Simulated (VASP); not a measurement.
# Si2P (I4_1/amd) in VASP: notebook, part 2 of 2

VASP 6.6.1. Earlier steps stand in the parts before.

### 3 Relaxation of cell and atoms, PBE

This run uses another cell than the first one, of 10.84 Å³/atom.

File INCAR:

```
ALGO = Normal
EDIFF = 1E-7
EDIFFG = -0.04
ENCUT = 600
GGA = PE
IBRION = 2
ISIF = 3
ISMEAR = 0
LASPH = True
LCHARG = False
LREAL = False
LWAVE = False
NELM = 60
NSW = 90
PREC = Accurate
SIGMA = 0.1
```

File KPOINTS:

```
k-points
0
Gamma
  6 6 6
```

File POSCAR:

```
Si2P
1.0
   -2.8639015000      2.8639015000      1.9830813600
    2.8639015000     -2.8639015000      1.9830813600
    2.8639015000      2.8639015000     -1.9830813600
Si P
4 2
Direct
    0.3750000000      0.6250000000      0.7500000000
    0.3750000000      0.1250000000      0.7500000000
    0.3750000000      0.6250000000      0.2500000000
    0.8750000000      0.6250000000      0.2500000000
    0.0000000000      0.0000000000      0.0000000000
    0.7500000000      0.2500000000      0.5000000000
```

Potentials or basis: VASP PAW PBE potentials, release 64 (Si, P).

The run is started by

```sh
> cat potpaw_PBE.64/Si/POTCAR potpaw_PBE.64/P/POTCAR > POTCAR
> mpirun -np 1 vasp_std > vasp.out
```

OUTCAR:

```text
EDIFF = 1E-7
   EDIFFG = -0.04
   ENCUT = 600
   GGA = PE
   IBRION = 2
   ISIF = 3
   ISMEAR = 0
   LASPH = True
   LREAL = False
   NELM = 60
   NSW = 90
   PREC = Accurate

 ion  position               nearest neighbor table
   1  0.375  0.625  0.750-   5 2.06   6 2.06   3 2.25   3 2.25   2 2.25   2 2.25   5 2.86   6 2.86
                             4 2.86   4 2.86
   2  0.375  0.125  0.750-   5 2.06   6 2.06   1 2.25   4 2.25   1 2.25   4 2.25   6 2.86   5 2.86
                             3 2.86   3 2.86
   3  0.375  0.625  0.250-   6 2.06   5 2.06   4 2.25   1 2.25   1 2.25   4 2.25   5 2.86   6 2.86
                             2 2.86   2 2.86
   4  0.875  0.625  0.250-   5 2.06   6 2.06   2 2.25   3 2.25   3 2.25   2 2.25   5 2.86   6 2.86
                             1 2.86   1 2.86
   5  0.000  0.000  0.000-   3 2.06   2 2.06   4 2.06   1 2.06   4 2.86   2 2.86   3 2.86   1 2.86

   6  0.750  0.250  0.500-   1 2.06   2 2.06   4 2.06   3 2.06   2 2.86   4 2.86   3 2.86   1 2.86

  LATTYP: Found a body centered tetragonal cell.
 ALAT       =     5.7278030000
 C/A-ratio  =     0.6924404907

  Lattice vectors:

 A1 = (  -2.8639015000,   2.8639015000,   1.9830813600)
 A2 = (   2.8639015000,  -2.8639015000,   1.9830813600)
 A3 = (   2.8639015000,   2.8639015000,  -1.9830813600)

Analysis of symmetry for initial positions (statically):
=====================================================================
 Subroutine PRICEL returns:
 Original cell was already a primitive cell.

 Routine SETGRP: Setting up the symmetry group for a
 body centered tetragonal supercell.

 Subroutine GETGRP returns: Found 16 space group operations
 (whereof  8 operations were pure point group operations)
 out of a pool of 16 trial point group operations.

The static configuration has the point symmetry D_2d.
 The point group associated with its full space group is D_4h.

Analysis of symmetry for dynamics (positions and initial velocities):
=====================================================================
 Subroutine PRICEL returns:
 Original cell was already a primitive cell.

 Routine SETGRP: Setting up the symmetry group for a
 body centered tetragonal supercell.

 Subroutine GETGRP returns: Found 16 space group operations
 (whereof  8 operations were pure point group operations)
 out of a pool of 16 trial point group operations.

The dynamic configuration has the point symmetry D_2d.
 The point group associated with its full space group is D_4h.

 Subroutine INISYM returns: Found 16 space group operations
 (whereof  8 operations are pure point group operations),
 and found     1 'primitive' translations

----------------------------------------------------------------------------------------

                                     Primitive cell

  volume of cell :      65.0604

  direct lattice vectors                    reciprocal lattice vectors
    -2.863901500  2.863901500  1.983081360     0.000000000  0.174587010  0.252132873
     2.863901500 -2.863901500  1.983081360     0.174587010  0.000000000  0.252132873
     2.863901500  2.863901500 -1.983081360     0.174587010  0.174587010  0.000000000

  length of vectors
     4.509598129  4.509598129  4.509598129     0.306678349  0.306678349  0.246903317

  position of ions in fractional coordinates (direct lattice)
     0.375000000  0.625000000  0.750000000
     0.375000000  0.125000000  0.750000000
     0.375000000  0.625000000  0.250000000
     0.875000000  0.625000000  0.250000000
     0.000000000  0.000000000  0.000000000
     0.750000000  0.250000000  0.500000000

  ion indices of the primitive-cell ions
   primitive index   ion index
                 1           1
                 2           2
                 3           3
                 4           4
                 5           5
                 6           6

----------------------------------------------------------------------------------------

 KPOINTS: k-points

Automatic generation of k-mesh.
 Grid dimensions read from file:
 generate k-points for:    6    6    6

 Generating k-lattice:

  Cartesian coordinates                     Fractional coordinates (reciprocal lattice)
     0.000000000  0.029097835  0.042022145     0.166666667  0.000000000  0.000000000
     0.029097835  0.000000000  0.042022145     0.000000000  0.166666667  0.000000000
     0.029097835  0.029097835  0.000000000     0.000000000  0.000000000  0.166666667

  Length of vectors
     0.051113058  0.051113058  0.041150553

  Shift w.r.t. Gamma in fractional coordinates (k-lattice)
     0.000000000  0.000000000  0.000000000

 Subroutine IBZKPT returns following result:
 ===========================================

 Found     30 irreducible k-points:

 Following reciprocal coordinates:
            Coordinates               Weight
  0.000000  0.000000  0.000000      1.000000
  0.166667  0.000000  0.000000      8.000000
  0.333333 -0.000000  0.000000      8.000000
  0.500000  0.000000  0.000000      4.000000
  0.166667  0.166667 -0.000000      8.000000
  0.333333  0.166667  0.000000     16.000000
[... 16 lines left out ...]
 -0.333333 -0.333333  0.166667      8.000000
 -0.166667 -0.333333  0.166667      8.000000
 [... further k-points ...]
   k-points           NKPTS =     30   k-points in BZ     NKDIM =     30   number of bands    NBANDS=     17
   number of dos      NEDOS =    301   number of ions     NIONS =      6
   total plane-waves  NPLWV =  46656
   dimension x,y,z NGX =    36 NGY =   36 NGZ =   36
   dimension x,y,z NGXF=    72 NGYF=   72 NGZF=   72
   ions per type =               4   2
   NGX,Y,Z   is equivalent  to a cutoff of  13.27, 13.27, 13.27 a.u.
   NGXF,Y,Z  is equivalent  to a cutoff of  26.54, 26.54, 26.54 a.u.
 SYSTEM =  unknown system
   PREC   = accura    normal or accurate (medium, high low for compatibility)
   ISTART =      0    job   : 0-new  1-cont  2-samecut
   ICHARG =      2    charge: 1-file 2-atom 10-const
   ISPIN  =      1    spin polarized calculation?
   LNONCOLLINEAR =      F non collinear calculations
   LSORBIT =      F    spin-orbit coupling
   LASPH  =      T    aspherical Exc in radial PAW
   ENCUT  =  600.0 eV  44.10 Ry    6.64 a.u.   9.01  9.01  9.01*2*pi/ulx,y,z
   NELM   =     60;   NELMIN=  2; NELMDL= -5     # of ELM steps
   EDIFF  = 0.1E-06   stopping-criterion for ELM
   LREAL  =      F    real-space projection
   EDIFFG = -.4E-01   stopping-criterion for IOM
   NSW    =     90    number of steps for IOM
   IBRION =      2    ionic relax: 0-MD 1-quasi-New 2-CG
   NFREE  =      1    steps in history (QN), initial steepest desc. (CG)
   ISIF   =      3    stress and relaxation
   ISYM   =      2    0-nonsym 1-usesym 2-fastsym
   POTIM  = 0.5000    time-step for ionic-motion
   TEBEG  =    0.0;   TEEND  =   0.0 temperature during run
   PSTRESS=    0.0 pullay stress
   NELECT =      26.0000    total number of electrons
   NUPDOWN=      -1.0000    fix difference up-down
   EMIN   =  10.00;   EMAX   =-10.00  energy-range for DOS
   EFERMI =   0.00;   METHOD = LEGACY
   ISMEAR =     0;   SIGMA  =   0.10  broadening in eV -4-tet -1-fermi 0-gaus
   EFERMI_NEDOS =   21; number of points for ismear=-14 and -15
   IALGO  =     38    algorithm
   IMIX   =      4    mixing-type and parameters
     AMIX     =   0.40;   BMIX     =  1.00
     AMIX_MAG =   1.60;   BMIX_MAG =  1.00
  volume/ion in A,a.u.               =      10.84        73.17
  Fermi-wavevector in a.u.,A,eV,Ry     =   1.205851  2.278728 19.783920  1.454077
  Thomas-Fermi vector in A             =   2.341536
   LORBIT       =      0    0 simple, 1 ext, 2 COOP (PROOUT), +10 PAW based schemes
   GGA     = PE    functional components
   LHFCALC =     F    Hartree Fock is set to
   AEXX    =    0.0000 exact exchange contribution
   IVDW    =     0    specifies the selected vdW correction
   LEPSILON=     F    determine dielectric tensor
   LRPA    =     F    only Hartree local field effects (RPA)
 conjugate gradient relaxation of ions
 non-spin polarized calculation
 Gauss-broadening in eV      SIGMA  =   0.10
  energy-cutoff  :      600.00
  volume of cell :       65.06
 maximum number of plane-waves:      2190
   NGX = 17   NGY = 17   NGZ = 17

--------------------------------------- Ionic step        1  -------------------------------------------

 number of electron      26.0000000 magnetization

 Free energy of the ion-electron system (eV)
  ---------------------------------------------------
  ext. energy  EPLUGINS =         0.00000000
  ---------------------------------------------------
  free energy    TOTEN  =       -23.77769959 eV

  energy without entropy =      -23.76536042  energy(sigma->0) =      -23.77153001

 E-fermi :  13.6921     XC(G=0): -12.3557

 val. band max:       13.6524029851   @ k =  -0.3333  -0.3333   0.1667
 cond. band min:      13.7081225839   @ k =  -0.3333   0.3333   0.0000
 fundamental gap:      0.0557195988
 Fermi energy:        13.6921475367

 k-point     1 :       0.0000    0.0000    0.0000
  band No.  band energies     occupation
      1      -4.2659      2.00000
      2       1.5048      2.00000
      3       4.7805      2.00000
      4       4.7805      2.00000
      5       6.3558      2.00000
      6       7.1211      2.00000
[... 1237 lines left out ...]
  energy  without entropy=      -30.8359996407  energy(sigma->0) =      -30.84082822

--------------------------------------- Ionic step        8  -------------------------------------------

 number of electron      26.0000001 magnetization

 Free energy of the ion-electron system (eV)
  ---------------------------------------------------
  ext. energy  EPLUGINS =         0.00000000
  ---------------------------------------------------
  free energy    TOTEN  =       -30.84652247 eV

  energy without entropy =      -30.83699403  energy(sigma->0) =      -30.84175825

 E-fermi :   8.0050     XC(G=0): -10.5997

 val. band max:        8.0008550909   @ k =  -0.3333   0.3333   0.0000
 cond. band min:       8.0288128373   @ k =  -0.3333   0.3333   0.0000
 fundamental gap:      0.0279577464
 Fermi energy:         8.0049795774

 k-point     1 :       0.0000    0.0000    0.0000
  band No.  band energies     occupation
      1      -6.1529      2.00000
      2      -2.6203      2.00000
      3       0.5632      2.00000
      4       0.5632      2.00000
      5       2.4120      2.00000
      6       2.6546      2.00000
[... 504 lines left out ...]
  FREE ENERGIE OF THE ION-ELECTRON SYSTEM (eV)
  ---------------------------------------------------
  free  energy   TOTEN  =       -30.8465224709 eV

  energy  without entropy=      -30.8369940310  energy(sigma->0) =      -30.84175825

 reached required accuracy - stopping structural energy minimisation
```

OSZICAR:

```text
N       E                     dE             d eps       ncg     rms          rms(c)
DAV:   1     0.955844763362E+02    0.95584E+02   -0.13223E+04  1020   0.153E+03
DAV:   2    -0.196415713561E+02   -0.11523E+03   -0.11354E+03  1338   0.219E+02
DAV:   3    -0.243248108303E+02   -0.46832E+01   -0.45647E+01  1358   0.416E+01
[... 84 lines left out ...]
DAV:   4    -0.308465236513E+02    0.67886E-05   -0.43723E-05  1198   0.371E-02    0.132E-02
DAV:   5    -0.308465230673E+02    0.58395E-06   -0.77333E-06  1243   0.161E-02    0.390E-03
DAV:   6    -0.308465225905E+02    0.47682E-06   -0.10394E-06  1090   0.593E-03    0.155E-03
DAV:   7    -0.308465224574E+02    0.13306E-06   -0.82444E-08   556   0.185E-03    0.437E-04
DAV:   8    -0.308465224709E+02   -0.13468E-07   -0.19039E-08   545   0.835E-04
   8 F= -.30846522E+02 E0= -.30841758E+02  d E =-.465349E-01
```

Run time: 7.6 min. Hardware: 1 thread of Intel Xeon 8259CL, shared host; peak memory 0.22 GiB.

What came out:

```
Free energy                           : -30.8465 eV
Relaxed volume                        : 16.28 Å³/atom
Relaxed cell                          : a = 5.179 Å, b = 5.179 Å, c = 5.179 Å, α = 100.77°, β = 100.77°, γ = 128.76°
Space group after relaxing (to 0.1 Å) : I4_1/amd (No. 141)
Energy gained by relaxing             : 1178.1 meV/atom
Ionic steps                           : 8
Pressure after relaxing               : 0.1 GPa
Band gap on the k mesh                : zero (bands 13 and 14 overlap by 2.19 eV)
```

Step by step:
| step | energy change (eV) | largest force (eV/Å) | pressure (GPa) | volume (Å³) |
| --- | --- | --- | --- | --- |
| 1 | 0.0000 | 0.0000 | 99.07 | 65.06 |
| 2 | -2.9317 | 0.0000 | -15.68 | 150.74 |
| 3 | -7.0075 | 0.0000 | -2.00 | 99.28 |
| 4 | -7.0197 | 0.0000 | -0.77 | 98.02 |
| 5 | -7.0223 | 0.0000 | 0.19 | 97.10 |
| 6 | -7.0580 | 0.0000 | 0.12 | 97.41 |
| 7 | -7.0680 | 0.0000 | 0.11 | 97.59 |
| 8 | -7.0688 | 0.0000 | 0.12 | 97.66 |

Final structure:
```cif
data_structure
_symmetry_space_group_name_H-M 'P 1'
_symmetry_Int_Tables_number 1
_cell_length_a 5.1788
_cell_length_b 5.1788
_cell_length_c 5.1788
_cell_angle_alpha 100.774
_cell_angle_beta 100.774
_cell_angle_gamma 128.764
_cell_volume 97.66
loop_
_atom_site_label
_atom_site_type_symbol
_atom_site_fract_x
_atom_site_fract_y
_atom_site_fract_z
_atom_site_occupancy
Si1 Si 0.37500 0.62500 0.75000 1
Si2 Si 0.37500 0.12500 0.75000 1
Si3 Si 0.37500 0.62500 0.25000 1
Si4 Si 0.87500 0.62500 0.25000 1
P1 P 0.00000 0.00000 0.00000 1
P2 P 0.75000 0.25000 0.50000 1
```

Caveat: the volume moved by over 15 % at a fixed basis, so the end points are rough.

The gap in the log of VASP goes by the Fermi energy; the results here count the filled bands.